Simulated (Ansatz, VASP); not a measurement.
## Li2P in VASP and in Ansatz

Contents of POSCAR:

```
Li2P
1.0
    2.0717193423     -1.1961077200      3.3808826924
    0.0000000000      2.3922154399      3.3808826924
   -2.0717193423     -1.1961077200      3.3808826924
P Li
1 2
Direct
    0.0000000000      0.0000000000      0.0000000000
    0.2500369796      0.2500369796      0.2500369796
    0.7499630204      0.7499630204      0.7499630204
```

INCAR.step1

```
SYSTEM = Li2P
ALGO     = Normal         ! electronic algorithm
EDIFF    = 1E-4           ! SCF threshold, eV
ENCUT    = 520            ! plane-wave cutoff, eV
GGA      = PE             ! functional
ISMEAR   = -1             ! smearing method
LASPH    = .True.         ! aspherical terms in the spheres
LCHARG   = .False.        ! write CHGCAR
LREAL    = .False.        ! projectors in reciprocal space
LWAVE    = .True.         ! write WAVECAR
NBANDS   = 12             ! bands
NELM     = 80             ! most SCF steps
PREC     = Accurate       ! precision mode
SIGMA    = 0.05           ! smearing width, eV
```

Contents of INCAR.step2:

```
SYSTEM = Li2P
ALGO     = Normal         ! electronic algorithm
EDIFF    = 1E-8           ! SCF threshold, eV
ENCUT    = 520            ! plane-wave cutoff, eV
ISIF     = 2              ! what is computed and relaxed
ISMEAR   = -1             ! smearing method
ISTART   = 1            
LASPH    = .True.         ! aspherical terms in the spheres
LCHARG   = .False.        ! write CHGCAR
LEFG     = .True.       
LMIXTAU  = .True.       
LREAL    = .False.        ! projectors in reciprocal space
LWAVE    = .False.        ! write WAVECAR
METAGGA  = R2SCAN         ! meta-GGA
NBANDS   = 12             ! bands
NELM     = 80             ! most SCF steps
PREC     = Accurate       ! precision mode
SIGMA    = 0.05           ! smearing width, eV
```

Contents of KPOINTS:

```
k-points
0
Gamma
  13 13 13
  0 0 0
```

Input for Ansatz:

```yaml
crystal:
  lattice:
    - [2.0717193423, -1.19610772, 3.3808826924]
    - [0.0, 2.3922154399, 3.3808826924]
    - [-2.0717193423, -1.19610772, 3.3808826924]
  atoms:
    - { symbol: P, position: [0.0, 0.0, 0.0] }
    - { symbol: Li, position: [0.2500369796, 0.2500369796, 0.2500369796] }
    - { symbol: Li, position: [0.7499630204, 0.7499630204, 0.7499630204] }
kpoints:
  mp_grid: { grid: [13, 13, 13] }
scf:
  occupations: { method: fermi_dirac, width: 0.05 }
hamiltonian:
  xc: r2scan
  pseudopotentials: { kind: paw }
output:
  forces: true
  stress: true
  eigenvalues: true
  efg: { contact_densities: true }
  populations: true
  bader: true
  dos: { projected: true, de: 0.2, e_range: [-14, 8] }
  write_density: true
  write_potential: true
  elf: true
  volumetric_format: npy
```

Alike in both runs: task electric field gradients; functional r2SCAN; k mesh 13 × 13 × 13; occupations fermi-dirac, width 0.05 eV; no spin polarisation.

|  | VASP | Ansatz |
| --- | --- | --- |
| version | VASP 6.6.1 | Ansatz 0.2.0 |
| potentials or method | VASP PAW PBE potentials, release 64 (P, Li_sv) | PAW with Ansatz's default frozen-core files, scalar-relativistic |
| plane-wave cutoff (eV) | 520 | 500 |
| valence electrons in the cell | 11 | 11 |

|  | VASP | Ansatz | Ansatz less VASP |
| --- | --- | --- | --- |
| size of Vzz on the site where it differs most (V/Å²) | 0.2 | 0.2 | +0.01 |

VASP's potentials were made for PBE, not for r2SCAN.

Noted on VASP's run: the cutoff is under 1.25 times that of the potentials, so the pressure is a little rough.
